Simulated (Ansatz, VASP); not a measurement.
**TaN in VASP and in Ansatz**

```
Ta N
1.0
     5.12578    0.00000    0.00000
    -2.56289    4.43905    0.00000
     0.00000    0.00000    2.87166
Ta N
3 3
Direct
  0.33333 0.66667 0.50000
  0.66667 0.33333 0.50000
  0.00000 0.00000 0.00000
  0.39285 0.00000 0.00000
  0.60715 0.60715 0.00000
  0.00000 0.39285 0.00000
```

Change from the starting cell: volume scaled by 0.96, PAW files.

Alike in both runs: task electric field gradients; functional PBE; k mesh 6 × 6 × 9; occupations fermi-dirac, width 0.01 eV; no spin polarisation.

|  | VASP | Ansatz |
| --- | --- | --- |
| version | VASP 6.6.1 | Ansatz 0.2.0 |
| potentials or method | VASP PAW PBE potentials, release 64 (Ta_pv, N) | PAW with Ansatz's default frozen-core files, scalar-relativistic |
| plane-wave cutoff (eV) | 520 | 420 |
| valence electrons in the cell | 48 | 54 |

```tsv
	VASP	Ansatz	Ansatz less VASP
pressure (GPa)	20.7	19.8	-0.95
traceless stress, the component that is largest in VASP (GPa)	0.39	0.54	+0.147
rms of the force components (eV/Å)	0.100	0.095	-0.0049
size of Vzz on the site where it differs most (V/Å²)	194.2	154.1	-40.14
```

Atom by atom the forces differ by 0.005 eV/Å (rms over components). With one functional, cell and mesh, what is left measures potentials, basis and numerics. VASP's potentials hold 48 valence electrons a cell and Ansatz's 54, so a difference there can come from the potentials and not from the codes.

Neither program's run includes spin-orbit coupling.
